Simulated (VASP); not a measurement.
The system is Hf3TiO8.

```xyz
12
Lattice="3.4106 -3.4048 0.0000 3.4106 3.4048 0.0000 0.0000 0.0000 6.3499" Properties=species:S:1:pos:R:3 pbc="T T T"
Hf    3.4106    0.0000    1.6166
Hf    0.0000    0.0000    0.0000
Hf    3.4106    0.0000    4.7333
O     1.2998    0.0000    1.6631
O     5.5214    0.0000    1.6631
O     3.4106   -1.3248    0.0000
O     3.4106    1.3248    0.0000
O     1.2998    0.0000    4.6868
O     5.5214    0.0000    4.6868
O     3.4106   -1.3906    3.1750
O     3.4106    1.3906    3.1750
Ti    0.0000    0.0000    3.1750
```

```yaml
Program: VASP 6.6.1
Task: relaxation of cell and atoms
Functional: PBEsol
Potentials_or_basis: VASP PAW PBE potentials, release 64 (Hf_pv, O, Ti_sv)
Cutoff: 600 eV
k_mesh: 6 × 6 × 4
Occupations: fermi-dirac, width 0.02 eV
Spin: no spin polarisation
```

At the start: pressure -8.4 GPa; volume 12.29 Å³/atom.

**Question.** How do energy, volume and symmetry change on relaxing?

**Answer.** Over 10 steps the energy falls by 12.9 meV/atom and the volume is 11.82 Å³/atom (-3.8 %); space group Cmmm (No. 65, to 0.1 Å) before and after.

The path:
```csv
step,energy change (eV),largest force (eV/Å),pressure (GPa),volume (Å³)
1,0.0000,0.3100,-8.44,147.48
2,0.2446,0.8424,15.93,134.09
3,-0.1509,0.1012,-0.24,142.17
4,-0.1509,0.1022,-0.07,142.07
5,-0.1546,0.0493,0.04,141.80
6,-0.1546,0.0392,0.03,141.82
7,-0.1548,0.0386,-0.04,141.85
8,-0.1548,0.0262,-0.03,141.84
9,-0.1549,0.0074,0.02,141.81
10,-0.1549,0.0033,0.01,141.82
```

Final structure:
```cif
data_structure
_symmetry_space_group_name_H-M 'P 1'
_symmetry_Int_Tables_number 1
_cell_length_a 4.7529
_cell_length_b 4.7529
_cell_length_c 6.2779
_cell_angle_alpha 90.000
_cell_angle_beta 90.000
_cell_angle_gamma 89.904
_cell_volume 141.82
loop_
_atom_site_label
_atom_site_type_symbol
_atom_site_fract_x
_atom_site_fract_y
_atom_site_fract_z
_atom_site_occupancy
Hf1 Hf 0.50000 0.50000 0.25421 1
Hf2 Hf 0.00000 0.00000 0.00000 1
Hf3 Hf 0.50000 0.50000 0.74579 1
O1 O 0.19111 0.19111 0.26107 1
O2 O 0.80889 0.80889 0.26107 1
O3 O 0.69462 0.30538 0.00000 1
O4 O 0.30538 0.69462 0.00000 1
O5 O 0.19111 0.19111 0.73893 1
O6 O 0.80889 0.80889 0.73893 1
O7 O 0.70407 0.29593 0.50000 1
O8 O 0.29593 0.70407 0.50000 1
Ti1 Ti 0.00000 0.00000 0.50000 1
```

Caveat: the PAW data sets were made with another functional, which shifts forces and pressure a little.
